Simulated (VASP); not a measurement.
# HgTe (F-43m) in VASP: notebook, part 2 of 2

VASP 6.6.1.

### 3 Vibrations by perturbation theory, PBE

This run uses another cell than the first one, of 41.58 Å³/atom.

File INCAR:

```
PREC = Accurate
ENCUT = 520
EDIFF = 1E-8
ISMEAR = -1
SIGMA = 0.15
LREAL = False
LASPH = True
NELM = 100
ALGO = Normal
ISIF = 2
LWAVE = False
LCHARG = True
GGA = PE
IBRION = 8
NSW = 1
```

File KPOINTS:

```
regular mesh
0
Gamma
  12 12 12
```

File POSCAR:

```
HgTe
1.0
    0.0000000000      3.4643631217      3.4643631217
    3.4643631217      0.0000000000      3.4643631217
    3.4643631217      3.4643631217      0.0000000000
Hg Te
1 1
Direct
    0.0000000000      0.0000000000      0.0000000000
    0.7500000000      0.7500000000      0.7500000000
```

Potentials or basis: VASP PAW PBE potentials, release 64 (Hg, Te).

Started as:

```sh
$ cat potpaw_PBE.64/Hg/POTCAR potpaw_PBE.64/Te/POTCAR > POTCAR
$ mpirun -np 1 vasp_std > vasp.out
```

OUTCAR:

```text
PREC = Accurate
   ENCUT = 520
   EDIFF = 1E-8
   ISMEAR = -1
   LREAL = False
   LASPH = True
   NELM = 100
   ISIF = 2
   GGA = PE
   IBRION = 8
   NSW = 1

 ion  position               nearest neighbor table
   1  0.000  0.000  0.000-   2 3.00   2 3.00   2 3.00   2 3.00
   2  0.750  0.750  0.750-   1 3.00   1 3.00   1 3.00   1 3.00

  LATTYP: Found a face centered cubic cell.
 ALAT       =     6.9287262434

  Lattice vectors:

 A1 = (   0.0000000000,   3.4643631217,   3.4643631217)
 A2 = (   3.4643631217,   0.0000000000,   3.4643631217)
 A3 = (   3.4643631217,   3.4643631217,   0.0000000000)

Analysis of symmetry for initial positions (statically):
=====================================================================
 Subroutine PRICEL returns:
 Original cell was already a primitive cell.

 Routine SETGRP: Setting up the symmetry group for a
 face centered cubic supercell.

 Subroutine GETGRP returns: Found 24 space group operations
 (whereof 24 operations were pure point group operations)
[... 608 lines left out ...]

 INTERNAL STRAIN TENSOR  FOR ION    2  DIRECTION 1   (eV/Angst):
 -----------------------------------------------------------------------------
     0.00292  0.00000  0.00000
     0.00000  0.00109  0.36379
     0.00000  0.36379  0.00109

 INTERNAL STRAIN TENSOR FOR ION    2 for displacements in x,y,z  (eV/Angst):
          X           Y           Z          XY          YZ          ZX
  --------------------------------------------------------------------------------
  x     0.00000    -0.00000    -0.00000     0.00000     0.36379     0.00000
  y    -0.00000    -0.00000     0.00000     0.00000     0.00000     0.36379
  z     0.00000    -0.00000     0.00000     0.36379     0.00000     0.00000

 SECOND DERIVATIVES (NOT SYMMETRIZED)
 ------------------------------------
               1X          1Y          1Z          2X          2Y          2Z
  1X    -1.337449    0.000000    0.000000    1.337449    0.000000    0.000000
  1Y     0.000000   -1.337449    0.000000    0.000000    1.337449    0.000000
  1Z     0.000000    0.000000   -1.337449    0.000000    0.000000    1.337449
  2X     1.342927    0.000000    0.000000   -1.342927    0.000000    0.000000
  2Y     0.000000    1.342927    0.000000    0.000000   -1.342927    0.000000
  2Z     0.000000    0.000000    1.342927    0.000000    0.000000   -1.342927

 Eigenvectors and eigenvalues of the dynamical matrix
 ----------------------------------------------------

   1 f  =    2.049817 THz    12.879383 2PiTHz   68.374550 cm-1     8.477360 meV
             X         Y         Z           dx          dy          dz
      0.000000  0.000000  0.000000     0.000000    0.622759    0.000000
      5.196545  5.196545  5.196545     0.000000   -0.782414    0.000000
[... 21 lines left out ...]
   6 f/i=    0.002041 THz     0.012826 2PiTHz    0.068093 cm-1     0.008442 meV
             X         Y         Z           dx          dy          dz
      0.000000  0.000000  0.000000     0.000000    0.000000    0.782414
      5.196545  5.196545  5.196545     0.000000    0.000000    0.622759

--------------------------------------------------------------------------------------------------------

 ELASTIC MODULI CONTR FROM IONIC RELAXATION (kBar)
 Direction    XX          YY          ZZ          XY          YZ          ZX
 --------------------------------------------------------------------------------
 XX          -0.0000      0.0000      0.0000      0.0000     -0.0000      0.0000
 YY           0.0000     -0.0000     -0.0000      0.0000      0.0000      0.0000
 ZZ           0.0000     -0.0000     -0.0000     -0.0000      0.0000     -0.0000
 XY           0.0000      0.0000     -0.0000     -3.2906      0.0000     -0.0000
 YZ          -0.0000      0.0000      0.0000      0.0000     -3.2906     -0.0000
 ZX           0.0000      0.0000     -0.0000     -0.0000     -0.0000     -3.2906
 --------------------------------------------------------------------------------
```

OSZICAR:

```text
N       E                     dE             d eps       ncg     rms          rms(c)
DAV:   1     0.103392418564E+03    0.10339E+03   -0.77623E+03  1872   0.116E+03
DAV:   2     0.104789159425E+01   -0.10234E+03   -0.97196E+02  2047   0.257E+02
[... 43 lines left out ...]
RMM:   7    -0.489526627112E-01    0.38291E-06    0.14405E-08 12078   0.904E-04    0.407E-04
RMM:   8    -0.489536521561E-01   -0.98944E-06    0.55297E-10 11881   0.452E-04    0.668E-05
RMM:   9    -0.489538447784E-01   -0.19262E-06   -0.43718E-09 10887   0.184E-04    0.363E-05
RMM:  10    -0.489538767271E-01   -0.31949E-07   -0.98464E-11 12461   0.612E-05    0.129E-05
RMM:  11    -0.489539046439E-01   -0.27917E-07   -0.16895E-09 12514   0.218E-05    0.201E-06
RMM:  12    -0.489539004934E-01    0.41505E-08    0.16133E-09 11562   0.732E-06    0.157E-06
 Linear response finished
```

stdout:

```text
POSCAR found type information on POSCAR HgTe
 POSCAR found :  2 types and       2 ions
 scaLAPACK will be used
 LDA part: xc-table for (Slater+PW92), standard interpolation
 POSCAR, INCAR and KPOINTS ok, starting setup
 FFT: planning ... GRIDC
 FFT: planning ... GRID_SOFT
 FFT: planning ... GRID
 WAVECAR not read
 entering main loop
 Linear response reoptimize wavefunctions to high precision
 Linear response DOF=           2
 Linear response progress:
 first order change of Fermi-energy  -0.72941E-04
 force on displaced ion       1 direction 1 :  -1.337   0.000   0.000
 Linear response progress:
 first order change of Fermi-energy   0.23612E-03
 force on displaced ion       2 direction 1 :  -1.343   0.000   0.000
 Linear response finished
```

It took 13 min on 1 thread of Intel Xeon Platinum 8259CL at 2.50GHz (Skylake/Cascade Lake), shared host; peak memory 0.78 GiB.

Results:

| Property | Result |
| --- | --- |
| Highest phonon frequency at Γ, LO-TO splitting left out | 68 cm⁻¹ |

Phonon frequencies in cm⁻¹ (negative: imaginary):
| q point | frequencies |
| --- | --- |
| (0.000, 0.000, 0.000) | 0 0 0 68 68 68 |

Caveat: the cell stands under pressure or tension, which shifts response properties; spin-orbit coupling is left out, which moves the levels of the heavy elements.
